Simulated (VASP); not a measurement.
Here is a VASP 6.6.1 calculation.

Contents of INCAR:

```
  PREC = Accurate
  ENCUT = 600
  EDIFF = 1E-7
  ISMEAR = 0
  SIGMA = 0.02
  LREAL = False
  LASPH = True
  NELM = 100
  ALGO = Normal
  ISIF = 4
  LWAVE = False
  LCHARG = False
  GGA = PS
  IBRION = 2
  NSW = 50
  EDIFFG = -0.01
```

File KPOINTS:

```
Automatic mesh
0
Gamma
  8 8 6
```

File POSCAR:

```
Mg2C3
1.0
    2.4737433973     -2.4094272655     -0.0128223398
    2.4737433973      2.4094272655     -0.0128223398
   -1.2824818731      0.0000000000      4.9827241385
Mg C
2 3
Direct
    0.8102539747      0.8102539747      0.1969777131
    0.1897460253      0.1897460253      0.8030222869
    0.3030496404      0.3030496404      0.2636586258
    0.6969503596      0.6969503596      0.7363413742
    0.5000000000      0.5000000000      0.5000000000
```

Potentials or basis: VASP PAW PBE potentials, release 64 (Mg, C).

Command:

```console
$ cat potpaw_PBE.64/Mg/POTCAR potpaw_PBE.64/C/POTCAR > POTCAR
$ mpirun -np 1 vasp_std > vasp.out
```

(1) Estimate the band gap on the k mesh.

## Answers

(1) 1.42 eV, indirect (least direct gap 2.09 eV).
